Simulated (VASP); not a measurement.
# Ta (P6_3/mmc) in VASP: further runs

Ta is run at these levels: PBE; tasks: single point.

Everything below comes from runs of VASP 6.6.1. Logs are shortened: lines on timing, memory, paths and dates and some standing lists are left out, and cuts for length are marked.

## 1. The cell of the first run

The structure is hexagonal, space group P6_3/mmc (No. 194). The conventional cell has a = 2.891 Å, b = 2.891 Å, c = 5.121 Å, α = 90.00°, β = 90.00°, γ = 120.00°. Ta (site symmetry -6m2) has 12 Ta at 2.89 to 3.06 Å within 3.8 Å.

This isn't the form of Ta at room conditions, which is bcc.

## 2. Single point, PBE

The input, INCAR:

```
PREC = Accurate ; ENCUT = 520
EDIFF = 1E-7 ; ISMEAR = -1
SIGMA = 0.05 ; LREAL = False
LASPH = True ; NELM = 60
ALGO = Normal ; ISIF = 2
LWAVE = False ; LCHARG = False
GGA = PE ; NBANDS = 18
```

The input, KPOINTS:

```
Automatic mesh
0
Gamma
  15 15 8
```

The input, POSCAR:

```
Ta
1.0
    2.8912519631      0.0000000000      0.0000000000
   -1.4456259816      2.5038976488      0.0000000000
    0.0000000000      0.0000000000      5.1207684818
Ta
2
Direct
    0.3333333333      0.6666666667      0.2500000000
    0.6666666667      0.3333333333      0.7500000000
```

Potentials or basis: VASP PAW PBE potentials, release 64 (Ta_pv).

Command:

```sh
$ cat potpaw_PBE.64/Ta_pv/POTCAR > POTCAR
$ mpirun -np 1 vasp_std > vasp.out
```

OUTCAR:

```text
PREC = Accurate
   ENCUT = 520
   EDIFF = 1E-7
   ISMEAR = -1
   LREAL = False
   LASPH = True
   NELM = 60
   ISIF = 2
   GGA = PE

 ion  position               nearest neighbor table
   1  0.333  0.667  0.250-   2 3.06   2 3.06   2 3.06   2 3.06   2 3.06   2 3.06
   2  0.667  0.333  0.750-   1 3.06   1 3.06   1 3.06   1 3.06   1 3.06   1 3.06

  LATTYP: Found a hexagonal cell.
 ALAT       =     2.8912519631
 C/A-ratio  =     1.7711249477

  Lattice vectors:

 A1 = (   2.8912519631,   0.0000000000,   0.0000000000)
 A2 = (  -1.4456259816,   2.5038976488,   0.0000000000)
 A3 = (   0.0000000000,   0.0000000000,   5.1207684818)

Analysis of symmetry for initial positions (statically):
=====================================================================
 Subroutine PRICEL returns:
 Original cell was already a primitive cell.

 Routine SETGRP: Setting up the symmetry group for a
 hexagonal supercell.

 Subroutine GETGRP returns: Found 24 space group operations
 (whereof 12 operations were pure point group operations)
 out of a pool of 24 trial point group operations.

The static configuration has the point symmetry D_3d.
 The point group associated with its full space group is D_6h.

Analysis of symmetry for dynamics (positions and initial velocities):
=====================================================================
 Subroutine PRICEL returns:
 Original cell was already a primitive cell.

 Routine SETGRP: Setting up the symmetry group for a
 hexagonal supercell.

 Subroutine GETGRP returns: Found 24 space group operations
 (whereof 12 operations were pure point group operations)
 out of a pool of 24 trial point group operations.

The dynamic configuration has the point symmetry D_3d.
 The point group associated with its full space group is D_6h.

 Subroutine INISYM returns: Found 24 space group operations
 (whereof 12 operations are pure point group operations),
 and found     1 'primitive' translations

----------------------------------------------------------------------------------------

                                     Primitive cell

  volume of cell :      37.0713

  direct lattice vectors                    reciprocal lattice vectors
     2.891251963  0.000000000  0.000000000     0.345870928  0.199688673  0.000000000
    -1.445625982  2.503897649  0.000000000     0.000000000  0.399377347  0.000000000
     0.000000000  0.000000000  5.120768482     0.000000000  0.000000000  0.195283189

  length of vectors
     2.891251963  2.891251963  5.120768482     0.399377347  0.399377347  0.195283189

  position of ions in fractional coordinates (direct lattice)
     0.333333333  0.666666667  0.250000000
     0.666666667  0.333333333  0.750000000

  ion indices of the primitive-cell ions
   primitive index   ion index
                 1           1
                 2           2

----------------------------------------------------------------------------------------

 KPOINTS: Automatic mesh

Automatic generation of k-mesh.
 Grid dimensions read from file:
 generate k-points for:   15   15    8

 Generating k-lattice:

  Cartesian coordinates                     Fractional coordinates (reciprocal lattice)
     0.023058062  0.013312578  0.000000000     0.066666667 -0.000000000  0.000000000
     0.000000000  0.026625156  0.000000000     0.000000000  0.066666667  0.000000000
     0.000000000  0.000000000  0.024410399     0.000000000  0.000000000  0.125000000

  Length of vectors
     0.026625156  0.026625156  0.024410399

  Shift w.r.t. Gamma in fractional coordinates (k-lattice)
     0.000000000  0.000000000  0.000000000

 Subroutine IBZKPT returns following result:
 ===========================================

 Found    135 irreducible k-points:

 Following reciprocal coordinates:
            Coordinates               Weight
  0.000000  0.000000  0.000000      1.000000
  0.066667  0.000000  0.000000      6.000000
  0.133333  0.000000  0.000000      6.000000
  0.200000 -0.000000  0.000000      6.000000
  0.266667  0.000000  0.000000      6.000000
  0.333333 -0.000000  0.000000      6.000000
[... 16 lines left out ...]
  0.333333  0.200000  0.000000     12.000000
  0.400000  0.200000  0.000000      6.000000
 [... further k-points ...]
   k-points           NKPTS =    135   k-points in BZ     NKDIM =    135   number of bands    NBANDS=     18
   number of dos      NEDOS =    301   number of ions     NIONS =      2
   total plane-waves  NPLWV =  23040
   dimension x,y,z NGX =    24 NGY =   24 NGZ =   40
   dimension x,y,z NGXF=    48 NGYF=   48 NGZF=   80
   ions per type =               2
   NGX,Y,Z   is equivalent  to a cutoff of  13.80, 13.80, 12.99 a.u.
   NGXF,Y,Z  is equivalent  to a cutoff of  27.60, 27.60, 25.97 a.u.
 SYSTEM =  unknown system
   PREC   = accura    normal or accurate (medium, high low for compatibility)
   ISTART =      0    job   : 0-new  1-cont  2-samecut
   ICHARG =      2    charge: 1-file 2-atom 10-const
   ISPIN  =      1    spin polarized calculation?
   LNONCOLLINEAR =      F non collinear calculations
   LSORBIT =      F    spin-orbit coupling
   LASPH  =      T    aspherical Exc in radial PAW
   ENCUT  =  520.0 eV  38.22 Ry    6.18 a.u.   5.38  5.38  9.52*2*pi/ulx,y,z
   NELM   =     60;   NELMIN=  2; NELMDL= -5     # of ELM steps
   EDIFF  = 0.1E-06   stopping-criterion for ELM
   LREAL  =      F    real-space projection
   EDIFFG = 0.1E-05   stopping-criterion for IOM
   NSW    =      0    number of steps for IOM
   IBRION =     -1    ionic relax: 0-MD 1-quasi-New 2-CG
   NFREE  =      0    steps in history (QN), initial steepest desc. (CG)
   ISIF   =      2    stress and relaxation
   ISYM   =      2    0-nonsym 1-usesym 2-fastsym
   POTIM  = 0.5000    time-step for ionic-motion
   TEBEG  =    0.0;   TEEND  =   0.0 temperature during run
   PSTRESS=    0.0 pullay stress
   NELECT =      22.0000    total number of electrons
   NUPDOWN=      -1.0000    fix difference up-down
   EMIN   =  10.00;   EMAX   =-10.00  energy-range for DOS
   EFERMI =   0.00;   METHOD = LEGACY
   ISMEAR =    -1;   SIGMA  =   0.05  broadening in eV -4-tet -1-fermi 0-gaus
   EFERMI_NEDOS =   21; number of points for ismear=-14 and -15
   IALGO  =     38    algorithm
   IMIX   =      4    mixing-type and parameters
     AMIX     =   0.40;   BMIX     =  1.00
     AMIX_MAG =   1.60;   BMIX_MAG =  1.00
  volume/ion in A,a.u.               =      18.54       125.08
  Fermi-wavevector in a.u.,A,eV,Ry     =   1.375740  2.599772 25.751227  1.892662
  Thomas-Fermi vector in A             =   2.501049
   LORBIT       =      0    0 simple, 1 ext, 2 COOP (PROOUT), +10 PAW based schemes
   GGA     = PE    functional components
   LHFCALC =     F    Hartree Fock is set to
   AEXX    =    0.0000 exact exchange contribution
   IVDW    =     0    specifies the selected vdW correction
   LEPSILON=     F    determine dielectric tensor
   LRPA    =     F    only Hartree local field effects (RPA)
 non-spin polarized calculation
  energy-cutoff  :      520.00
  volume of cell :       37.07
 maximum number of plane-waves:      1027
 NGX is ok and might be reduce to    24
   NGX = 11   NGY = 11   NGZ = 19

 number of electron      22.0000003 magnetization

 Free energy of the ion-electron system (eV)
  ---------------------------------------------------
  ext. energy  EPLUGINS =         0.00000000
  ---------------------------------------------------
  free energy    TOTEN  =       -23.07741526 eV

  energy without entropy =      -23.05846212  energy(sigma->0) =      -23.06793869

 E-fermi :   5.6818     XC(G=0): -12.4600

 val. band max:        5.6717463316   @ k =   0.3333   0.2000   0.2500
 cond. band min:       5.6916576247   @ k =   0.1333   0.1333   0.2500
 fundamental gap:      0.0199112930
 Fermi energy:         5.6818297282

 k-point     1 :       0.0000    0.0000    0.0000
  band No.  band energies     occupation
      1     -28.8713      2.00000
      2     -28.0051      2.00000
      3     -27.9064      2.00000
      4     -27.9064      2.00000
      5     -27.8178      2.00000
      6     -27.8178      2.00000
[... 10 lines left out ...]
     17      10.8905      0.00000
     18      10.8905      0.00000

 k-point     2 :       0.0667    0.0000    0.0000
  band No.  band energies     occupation
      1     -28.8565      2.00000
      2     -28.0070      2.00000
      3     -27.9539      2.00000
      4     -27.9194      2.00000
      5     -27.8665      2.00000
      6     -27.8264      2.00000
[... 10 lines left out ...]
     17      10.9670      0.00000
     18      11.2734      0.00000

 k-point     3 :       0.1333    0.0000    0.0000
  band No.  band energies     occupation
      1     -28.8134      2.00000
      2     -28.0873      2.00000
      3     -28.0133      2.00000
      4     -28.0015      2.00000
      5     -27.9555      2.00000
      6     -27.8511      2.00000
[... 10 lines left out ...]
     17      11.1234      0.00000
     18      12.1410      0.00000

 k-point     4 :       0.2000   -0.0000    0.0000
  band No.  band energies     occupation
      1     -28.7467      2.00000
      2     -28.2815      2.00000
      3     -28.1937      2.00000
      4     -28.0258      2.00000
      5     -28.0072      2.00000
      6     -27.8883      2.00000
[... 10 lines left out ...]
     17      11.2576      0.00000
     18      13.1850      0.00000

 k-point     5 :       0.2667    0.0000    0.0000
  band No.  band energies     occupation
      1     -28.6633      2.00000
      2     -28.5007      2.00000
      3     -28.4056      2.00000
      4     -28.0650      2.00000
      5     -28.0465      2.00000
      6     -27.9316      2.00000
[... 10 lines left out ...]
     17      11.3317      0.00000
     18      13.9005      0.00000

 k-point     6 :       0.3333   -0.0000    0.0000
  band No.  band energies     occupation
      1     -28.7061      2.00000
      2     -28.6009      2.00000
      3     -28.5730      2.00000
      4     -28.1189      2.00000
      5     -28.0764      2.00000
      6     -27.9734      2.00000
[... 10 lines left out ...]
     17      11.3542      0.00000
     18      13.6291      0.00000

 k-point     7 :       0.4000    0.0000    0.0000
  band No.  band energies     occupation
      1     -28.8636      2.00000
      2     -28.7491      2.00000
      3     -28.4890      2.00000
      4     -28.1604      2.00000
      5     -28.1130      2.00000
      6     -28.0061      2.00000
[... 10 lines left out ...]
     17      11.5011      0.00000
     18      13.7060      0.00000

 k-point     8 :       0.4667    0.0000    0.0000
  band No.  band energies     occupation
      1     -28.9486      2.00000
      2     -28.8288      2.00000
      3     -28.4326      2.00000
      4     -28.1829      2.00000
      5     -28.1434      2.00000
      6     -28.0240      2.00000
[... 10 lines left out ...]
     17      12.3427      0.00000
     18      13.4696      0.00000
[... 229 lines left out ...]
     17      12.6533      0.00000
     18      14.7947      0.00000

 k-point    20 :       0.4000    0.1333    0.0000
  band No.  band energies     occupation
      1     -28.8955      2.00000
      2     -28.7790      2.00000
      3     -28.4034      2.00000
      4     -28.2893      2.00000
      5     -28.1600      2.00000
      6     -28.1397      2.00000
[... 10 lines left out ...]
     17      13.5111      0.00000
     18      14.6118      0.00000

 k-point    21 :       0.2000    0.2000    0.0000
  band No.  band energies     occupation
      1     -28.6251      2.00000
      2     -28.6051      2.00000
      3     -28.5500      2.00000
      4     -28.1996      2.00000
      5     -28.1044      2.00000
      6     -28.0847      2.00000
[... 10 lines left out ...]
     17      11.4144      0.00000
     18      14.0954      0.00000

 k-point    22 :       0.2667    0.2000    0.0000
  band No.  band energies     occupation
      1     -28.7388      2.00000
      2     -28.6775      2.00000
      3     -28.4675      2.00000
      4     -28.2969      2.00000
      5     -28.1889      2.00000
      6     -28.1225      2.00000
[... 10 lines left out ...]
     17      12.7013      0.00000
     18      14.9874      0.00000

 k-point    23 :       0.3333    0.2000    0.0000
  band No.  band energies     occupation
      1     -28.8142      2.00000
      2     -28.7143      2.00000
      3     -28.3948      2.00000
      4     -28.3758      2.00000
      5     -28.2457      2.00000
      6     -28.1647      2.00000
[... 10 lines left out ...]
     17      13.6259      0.00000
     18      14.4777      0.00000

 k-point    24 :       0.4000    0.2000    0.0000
  band No.  band energies     occupation
      1     -28.8404      2.00000
      2     -28.7246      2.00000
      3     -28.4066      2.00000
      4     -28.3604      2.00000
      5     -28.2657      2.00000
      6     -28.1883      2.00000
[... 10 lines left out ...]
     17      13.6338      0.00000
     18      14.0288      0.00000

 [... further k-points ...]

------------------------ aborting loop because EDIFF is reached ----------------------------------------

  FORCE on cell =-STRESS in cart. coord.  units (eV):
  Direction    XX          YY          ZZ          XY          YZ          ZX
  --------------------------------------------------------------------------------------
  -------------------------------------------------------------------------------------
  Total        0.4795706      0.4795706      0.4788905     -0.0000000     -0.0000000     -0.0000000
  in kB       20.7264758     20.7264758     20.6970843     -0.0000000     -0.0000000     -0.0000000
  external PRESSURE =      20.7166787 kB  Pullay stress =       0.0000000 kB

 VOLUME and BASIS-vectors are now :
 -----------------------------------------------------------------------------
  energy-cutoff  :      520.00
  volume of cell :       37.07
      direct lattice vectors                 reciprocal lattice vectors
     2.891251963  0.000000000  0.000000000     0.345870928  0.199688673  0.000000000
    -1.445625982  2.503897649  0.000000000     0.000000000  0.399377347  0.000000000
     0.000000000  0.000000000  5.120768482     0.000000000  0.000000000  0.195283189

 POSITION                                       TOTAL-FORCE (eV/Angst)
 -----------------------------------------------------------------------------------
     -0.00000      1.66927      1.28019         0.000000     -0.000000      0.000000
      1.44563      0.83463      3.84058        -0.000000      0.000000      0.000000
 -----------------------------------------------------------------------------------
    total drift:                               -0.000000      0.000000     -0.000000

  FREE ENERGIE OF THE ION-ELECTRON SYSTEM (eV)
  ---------------------------------------------------
  free  energy   TOTEN  =       -23.0774152602 eV

  energy  without entropy=      -23.0584621153  energy(sigma->0) =      -23.06793869
```

Wall time 60 s (1 thread of AMD EPYC 9R45 (Zen 5), shared host); peak memory 0.18 GiB.

What came out:

| Property | Result |
| --- | --- |
| Free energy | -23.0774 eV |
| Pressure | 2.1 GPa |
| Band gap on the k mesh | zero (bands 11 and 12 overlap by 2.19 eV) |

Levels at points of the mesh, in eV from the Fermi level:
| k point | band 8 | band 9 | band 10 | band 11 | band 12 | band 13 | band 14 | band 15 |
| --- | --- | --- | --- | --- | --- | --- | --- | --- |
| (0.00, 0.00, 0.00) | -4.93 | -0.51 | -0.04 | 0.60 | 0.60 | 1.18 | 1.18 | 2.97 |
| (0.00, 0.00, 0.50) | -6.36 | -1.16 | -1.16 | 0.64 | 0.64 | 0.64 | 0.64 | 4.47 |

Caveat: spin-orbit coupling is left out, which moves the levels of the heavy elements.

## 3. Single point, PBE

The input, INCAR:

```
ALGO     = Normal         # electronic algorithm
EDIFF    = 1E-6           # SCF threshold, eV
ENCUT    = 520            # plane-wave cutoff, eV
GGA      = PE             # functional
ISIF     = 2              # what is computed and relaxed
ISMEAR   = -1             # smearing method
LASPH    = True           # aspherical terms in the spheres
LCHARG   = True           # write CHGCAR
LELF     = True           # ELF
LREAL    = False          # projectors in reciprocal space
LVHAR    = True         
LWAVE    = False          # write WAVECAR
NBANDS   = 18             # bands
NELM     = 100            # most SCF steps
PREC     = Accurate       # precision mode
SIGMA    = 0.05           # smearing width, eV
```

The input, KPOINTS:

```
k-points
0
Gamma
  15 15 8
```

The input, POSCAR:

```
Ta
1.0
    2.8909802073      0.0000000000      0.0000000000
   -1.4454901037      2.5036623013      0.0000000000
    0.0000000000      0.0000000000      5.1210783341
Ta
2
Direct
    0.3333333333      0.6666666667      0.2500000000
    0.6666666667      0.3333333333      0.7500000000
```

Potentials or basis: VASP PAW PBE potentials, release 64 (Ta_pv).

Command:

```sh
$ cat potpaw_PBE.64/Ta_pv/POTCAR > POTCAR
$ mpirun -np 1 vasp_std > vasp.out
```

Wall time 53 s (1 thread of AMD EPYC 9R45 (Zen 5), shared host); peak memory 0.18 GiB.

It converged, with:

| Property | Result |
| --- | --- |
| Free energy | -23.0774 eV |
| Pressure | 2.1 GPa |
| Band gap on the k mesh | zero (bands 11 and 12 overlap by 2.19 eV) |

Levels at points of the mesh, in eV from the Fermi level:
```tsv
k point	band 9	band 10	band 11	band 12	band 13	band 14
(0.00, 0.00, 0.00)	-0.52	-0.04	0.60	0.60	1.18	1.18
(0.00, 0.00, 0.50)	-1.16	-1.16	0.64	0.64	0.64	0.64
```

Caveat: spin-orbit coupling is left out, which moves the levels of the heavy elements.
